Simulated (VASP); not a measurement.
# Ag (Im-3m) in VASP: further runs

The runs below take Ag through relaxation of cell and atoms, single point, with LDA.

All numbers are computed with VASP 6.6.1; they aren't measurements. Logs are shortened: lines on timing, memory, paths and dates and some standing lists are left out, and cuts for length are marked.

### Step 1. The cell of the first run

Symmetry: Im-3m, No. 229, cubic system. Conventional cell: a = 3.159 Å, b = 3.159 Å, c = 3.159 Å, α = 90.00°, β = 90.00°, γ = 90.00°. Ag (site symmetry m-3m) has 14 Ag at 2.74 to 3.16 Å within 3.6 Å.

### Step 2. Relaxation of cell and atoms, LDA, target pressure 2.2 GPa, at which the enthalpy is minimised

INCAR

```
  PREC = Accurate
  ENCUT = 600
  EDIFF = 1E-6
  ISMEAR = -1
  SIGMA = 0.1
  LREAL = False
  LASPH = True
  NELM = 80
  ALGO = Normal
  ISIF = 3
  LWAVE = False
  LCHARG = False
  IBRION = 2
  NSW = 60
  EDIFFG = -0.005
  PSTRESS = 22.0
```

KPOINTS

```
Automatic mesh
0
Gamma
  17 17 17
```

POSCAR

```
Ag
1.0
   -1.5795891394      1.5795891394      1.5795891394
    1.5795891394     -1.5795891394      1.5795891394
    1.5795891394      1.5795891394     -1.5795891394
Ag
1
Direct
    0.0000000000      0.0000000000      0.0000000000
```

Potentials or basis: VASP PAW LDA potentials, release 64 (Ag).

Launch:

```console
$ cat potpaw_LDA.64/Ag/POTCAR > POTCAR
$ mpirun -np 1 vasp_std > vasp.out
```

OUTCAR:

```text
PREC = Accurate
   ENCUT = 600
   EDIFF = 1E-6
   ISMEAR = -1
   LREAL = False
   LASPH = True
   NELM = 80
   ISIF = 3
   IBRION = 2
   NSW = 60
   EDIFFG = -0.005
   PSTRESS = 22.0

 ion  position               nearest neighbor table
   1  0.000  0.000  0.000-

  LATTYP: Found a body centered cubic cell.
 ALAT       =     3.1591782788

  Lattice vectors:

 A1 = (  -1.5795891394,   1.5795891394,   1.5795891394)
 A2 = (   1.5795891394,  -1.5795891394,   1.5795891394)
 A3 = (   1.5795891394,   1.5795891394,  -1.5795891394)

Analysis of symmetry for initial positions (statically):
=====================================================================
 Subroutine PRICEL returns:
 Original cell was already a primitive cell.

 Routine SETGRP: Setting up the symmetry group for a
 body centered cubic supercell.

 Subroutine GETGRP returns: Found 48 space group operations
 (whereof 48 operations were pure point group operations)
 out of a pool of 48 trial point group operations.

The static configuration has the point symmetry O_h .

Analysis of symmetry for dynamics (positions and initial velocities):
=====================================================================
 Subroutine PRICEL returns:
 Original cell was already a primitive cell.

 Routine SETGRP: Setting up the symmetry group for a
 body centered cubic supercell.

 Subroutine GETGRP returns: Found 48 space group operations
 (whereof 48 operations were pure point group operations)
 out of a pool of 48 trial point group operations.

The dynamic configuration has the point symmetry O_h .

 Subroutine INISYM returns: Found 48 space group operations
 (whereof 48 operations are pure point group operations),
 and found     1 'primitive' translations

----------------------------------------------------------------------------------------

                                     Primitive cell

  volume of cell :      15.7649

  direct lattice vectors                    reciprocal lattice vectors
    -1.579589139  1.579589139  1.579589139     0.000000000  0.316538008  0.316538008
     1.579589139 -1.579589139  1.579589139     0.316538008  0.000000000  0.316538008
     1.579589139  1.579589139 -1.579589139     0.316538008  0.316538008  0.000000000

  length of vectors
     2.735928645  2.735928645  2.735928645     0.447652344  0.447652344  0.447652344

  position of ions in fractional coordinates (direct lattice)
     0.000000000  0.000000000  0.000000000

  ion indices of the primitive-cell ions
   primitive index   ion index
                 1           1

----------------------------------------------------------------------------------------

 KPOINTS: Automatic mesh

Automatic generation of k-mesh.
 Grid dimensions read from file:
 generate k-points for:   17   17   17

 Generating k-lattice:

  Cartesian coordinates                     Fractional coordinates (reciprocal lattice)
     0.000000000  0.018619883  0.018619883     0.058823529  0.000000000  0.000000000
     0.018619883  0.000000000  0.018619883     0.000000000  0.058823529  0.000000000
     0.018619883  0.018619883  0.000000000     0.000000000  0.000000000  0.058823529

  Length of vectors
     0.026332491  0.026332491  0.026332491

  Shift w.r.t. Gamma in fractional coordinates (k-lattice)
     0.000000000  0.000000000  0.000000000

 Subroutine IBZKPT returns following result:
 ===========================================

 Found    165 irreducible k-points:

 Following reciprocal coordinates:
            Coordinates               Weight
  0.000000  0.000000  0.000000      1.000000
  0.058824  0.000000  0.000000     12.000000
  0.117647  0.000000  0.000000     12.000000
  0.176471  0.000000  0.000000     12.000000
  0.235294  0.000000  0.000000     12.000000
  0.294118  0.000000  0.000000     12.000000
[... 16 lines left out ...]
  0.411765  0.117647  0.000000     48.000000
  0.176471  0.176471  0.000000     24.000000
 [... further k-points ...]
   k-points           NKPTS =    165   k-points in BZ     NKDIM =    165   number of bands    NBANDS=      9
   number of dos      NEDOS =    301   number of ions     NIONS =      1
   total plane-waves  NPLWV =  13824
   dimension x,y,z NGX =    24 NGY =   24 NGZ =   24
   dimension x,y,z NGXF=    48 NGYF=   48 NGZF=   48
   ions per type =               1
   NGX,Y,Z   is equivalent  to a cutoff of  14.58, 14.58, 14.58 a.u.
   NGXF,Y,Z  is equivalent  to a cutoff of  29.17, 29.17, 29.17 a.u.
 SYSTEM =  unknown system
   PREC   = accura    normal or accurate (medium, high low for compatibility)
   ISTART =      0    job   : 0-new  1-cont  2-samecut
   ICHARG =      2    charge: 1-file 2-atom 10-const
   ISPIN  =      1    spin polarized calculation?
   LNONCOLLINEAR =      F non collinear calculations
   LSORBIT =      F    spin-orbit coupling
   LASPH  =      T    aspherical Exc in radial PAW
   ENCUT  =  600.0 eV  44.10 Ry    6.64 a.u.   5.46  5.46  5.46*2*pi/ulx,y,z
   NELM   =     80;   NELMIN=  2; NELMDL= -5     # of ELM steps
   EDIFF  = 0.1E-05   stopping-criterion for ELM
   LREAL  =      F    real-space projection
   EDIFFG = -.5E-02   stopping-criterion for IOM
   NSW    =     60    number of steps for IOM
   IBRION =      2    ionic relax: 0-MD 1-quasi-New 2-CG
   NFREE  =      1    steps in history (QN), initial steepest desc. (CG)
   ISIF   =      3    stress and relaxation
   ISYM   =      2    0-nonsym 1-usesym 2-fastsym
   POTIM  = 0.5000    time-step for ionic-motion
   TEBEG  =    0.0;   TEEND  =   0.0 temperature during run
   PSTRESS=   22.0 pullay stress
   NELECT =      11.0000    total number of electrons
   NUPDOWN=      -1.0000    fix difference up-down
   EMIN   =  10.00;   EMAX   =-10.00  energy-range for DOS
   EFERMI =   0.00;   METHOD = LEGACY
   ISMEAR =    -1;   SIGMA  =   0.10  broadening in eV -4-tet -1-fermi 0-gaus
   EFERMI_NEDOS =   21; number of points for ismear=-14 and -15
   IALGO  =     38    algorithm
   IMIX   =      4    mixing-type and parameters
     AMIX     =   0.40;   BMIX     =  1.00
     AMIX_MAG =   1.60;   BMIX_MAG =  1.00
  volume/ion in A,a.u.               =      15.76       106.39
  Fermi-wavevector in a.u.,A,eV,Ry     =   1.452028  2.743935 28.686315  2.108385
  Thomas-Fermi vector in A             =   2.569457
   LORBIT       =      0    0 simple, 1 ext, 2 COOP (PROOUT), +10 PAW based schemes
   GGA     = CA    functional components
   LHFCALC =     F    Hartree Fock is set to
   AEXX    =    0.0000 exact exchange contribution
   IVDW    =     0    specifies the selected vdW correction
   LEPSILON=     F    determine dielectric tensor
   LRPA    =     F    only Hartree local field effects (RPA)
 conjugate gradient relaxation of ions
 non-spin polarized calculation
  energy-cutoff  :      600.00
  volume of cell :       15.76
 maximum number of plane-waves:       543
 NGX is ok and might be reduce to    24
   NGX = 11   NGY = 11   NGZ = 11

--------------------------------------- Ionic step        1  -------------------------------------------

 number of electron      11.0000003 magnetization

 Free energy of the ion-electron system (eV)
  ---------------------------------------------------
  ext. energy  EPLUGINS =         0.00000000
  ---------------------------------------------------
  free energy    TOTEN  =        -3.74705823 eV

  energy without entropy =       -3.73897401  energy(sigma->0) =       -3.74301612

------------------------ aborting loop because EDIFF is reached ----------------------------------------

  FORCE on cell =-STRESS in cart. coord.  units (eV):
  Direction    XX          YY          ZZ          XY          YZ          ZX
  --------------------------------------------------------------------------------------
  -------------------------------------------------------------------------------------
  Total        0.3178194      0.3178194      0.3178194      0.0000000     -0.0000000     -0.0000000
  in kB       32.2997115     32.2997115     32.2997115      0.0000000     -0.0000000     -0.0000000
  external PRESSURE =      10.2997115 kB  Pullay stress =      22.0000000 kB
[... 133 lines left out ...]
  enthalpy is  TOTEN    =        -3.5309324042 eV   P V=        0.2178683073

--------------------------------------- Ionic step        5  -------------------------------------------

 number of electron      11.0000002 magnetization

 Free energy of the ion-electron system (eV)
  ---------------------------------------------------
  ext. energy  EPLUGINS =         0.00000000
  ---------------------------------------------------
  free energy    TOTEN  =        -3.74884697 eV

  energy without entropy =       -3.74070738  energy(sigma->0) =       -3.74477718

 E-fermi :   9.2018     XC(G=0): -13.0110

 val. band max:        9.2016880170   @ k =  -0.2941   0.4118   0.1765
 cond. band min:       9.2051406102   @ k =  -0.3529   0.4706   0.0588
 fundamental gap:      0.0034525932
 Fermi energy:         9.2017551149

 k-point     1 :       0.0000    0.0000    0.0000
  band No.  band energies     occupation
      1       0.8345      2.00000
      2       4.0177      2.00000
      3       4.0177      2.00000
      4       4.0177      2.00000
      5       5.5501      2.00000
      6       5.5501      2.00000
      7      27.4034      0.00000
      8      27.4034      0.00000
      9      27.4034      0.00000
[... 265 lines left out ...]
 k-point    24 :       0.1765    0.1765    0.0000
  band No.  band energies     occupation
      1       2.8967      2.00000
      2       3.6727      2.00000
      3       3.9255      2.00000
      4       5.2096      2.00000
      5       5.6919      2.00000
      6       6.4872      2.00000
      7      21.5055      0.00000
      8      21.8000      0.00000
      9      25.9286      0.00000

 [... further k-points ...]
[... 5 lines left out ...]
  --------------------------------------------------------------------------------------
  -------------------------------------------------------------------------------------
  Total        0.2206762      0.2206762      0.2206762      0.0000000      0.0000000      0.0000000
  in kB       22.2789069     22.2789069     22.2789069      0.0000000      0.0000000      0.0000000
  external PRESSURE =       0.2789069 kB  Pullay stress =      22.0000000 kB
[... 16 lines left out ...]
  FREE ENERGIE OF THE ION-ELECTRON SYSTEM (eV)
  ---------------------------------------------------
  free  energy   TOTEN  =        -3.7488469689 eV

  energy  without entropy=       -3.7407073819  energy(sigma->0) =       -3.74477718

  enthalpy is  TOTEN    =        -3.5309334040 eV   P V=        0.2179135649

 reached required accuracy - stopping structural energy minimisation
```

Wall time 16 s (1 thread of Intel Xeon 6975P-C (Granite Rapids), shared host); peak memory 0.15 GiB.

Results:

* Free energy: -3.7488 eV
* Relaxed volume: 15.87 Å³/atom
* Relaxed cell: a = 2.742 Å, b = 2.742 Å, c = 2.742 Å, α = 109.47°, β = 109.47°, γ = 109.47°
* Space group after relaxing (to 0.05 Å): Im-3m (No. 229)
* Energy change on relaxing (the enthalpy is what falls): -1.8 meV/atom
* Ionic steps: 5
* Pressure after relaxing: 2.2 GPa

Step by step:
| step | energy change (eV) | largest force (eV/Å) | pressure (GPa) | volume (Å³) |
| --- | --- | --- | --- | --- |
| 1 | 0.0000 | 0.0000 | 3.23 | 15.76 |
| 2 | -0.0031 | 0.0000 | 1.14 | 16.00 |
| 3 | -0.0018 | 0.0000 | 2.14 | 15.87 |
| 4 | -0.0017 | 0.0000 | 2.28 | 15.87 |
| 5 | -0.0018 | 0.0000 | 2.23 | 15.87 |

Final structure:
```cif
data_structure
_symmetry_space_group_name_H-M 'P 1'
_symmetry_Int_Tables_number 1
_cell_length_a 2.7420
_cell_length_b 2.7420
_cell_length_c 2.7420
_cell_angle_alpha 109.471
_cell_angle_beta 109.471
_cell_angle_gamma 109.471
_cell_volume 15.87
loop_
_atom_site_label
_atom_site_type_symbol
_atom_site_fract_x
_atom_site_fract_y
_atom_site_fract_z
_atom_site_occupancy
Ag1 Ag 0.00000 0.00000 0.00000 1
```

Caveat: the cell is relaxed towards a set pressure, so the enthalpy falls and the energy may rise.

(Continued in part 2 of 2.)
